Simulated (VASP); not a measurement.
AlN: single point with PBEsol

The system is AlN.

```
CELL_PARAMETERS angstrom
6.22600 0.00000 0.00000
-3.11300 5.39187 0.00000
0.00000 0.00000 4.98100
ATOMIC_POSITIONS crystal
Al 0.16667 0.33333 0.00000
Al 0.33333 0.16667 0.50000
Al 0.16667 0.83333 0.00000
Al 0.33333 0.66667 0.50000
Al 0.66667 0.33333 0.00000
Al 0.83333 0.16667 0.50000
Al 0.66667 0.83333 0.00000
Al 0.83333 0.66667 0.50000
N 0.16667 0.33333 0.38000
N 0.33333 0.16667 0.88000
N 0.16667 0.83333 0.38000
N 0.33333 0.66667 0.88000
N 0.66667 0.33333 0.38000
N 0.83333 0.16667 0.88000
N 0.66667 0.83333 0.38000
N 0.83333 0.66667 0.88000
```

* Program: VASP 6.6.1
* Task: single point
* Functional: PBEsol
* Potentials or basis: VASP PAW PBE potentials, release 64 (Al, N)
* Cutoff: 600 eV
* k mesh: 3 × 3 × 2
* Occupations: gaussian, width 0.02 eV
* Spin: no spin polarisation

```yaml
Pressure: 0.1 GPa
Largest_force: 0.134 eV/Å
Band_gap_on_the_k_mesh: 4.15 eV
```

Forces in eV/Å, atoms in the order of the input:
```
Al   0.000  0.000 -0.134
Al   0.000  0.000 -0.134
Al   0.000  0.000 -0.134
Al   0.000  0.000 -0.134
Al   0.000  0.000 -0.134
Al   0.000  0.000 -0.134
Al   0.000  0.000 -0.134
Al   0.000  0.000 -0.134
N    0.000  0.000  0.134
N    0.000  0.000  0.134
N    0.000  0.000  0.134
N    0.000  0.000  0.134
N    0.000  0.000  0.134
N    0.000  0.000  0.134
N    0.000  0.000  0.134
N    0.000  0.000  0.134
```

Stress tensor (GPa, compression positive):
```
-0.45  0.00  0.00
 0.00 -0.45  0.00
 0.00  0.00  1.09
```

Levels at points of the mesh, in eV from the valence-band top:
| k point | band 30 | band 31 | band 32 | band 33 | band 34 | band 35 |
| --- | --- | --- | --- | --- | --- | --- |
| (0.00, 0.00, 0.00) | -0.18 | -0.18 | 0.00 | 4.15 | 5.69 | 5.69 |
| (0.00, 0.00, 0.50) | -0.52 | -0.52 | -0.52 | 5.20 | 5.20 | 5.20 |

Run time: 48 s on 1 thread of Intel(R) Xeon(R) Platinum 8488C (Sapphire Rapids), on a shared host, peak memory 0.3 GiB.

Caveat: the k points lie up to 0.63 Å⁻¹ apart; the PAW data sets were made with another functional, which shifts forces and pressure a little. As with any semilocal functional, this PBEsol gap is likely too small.
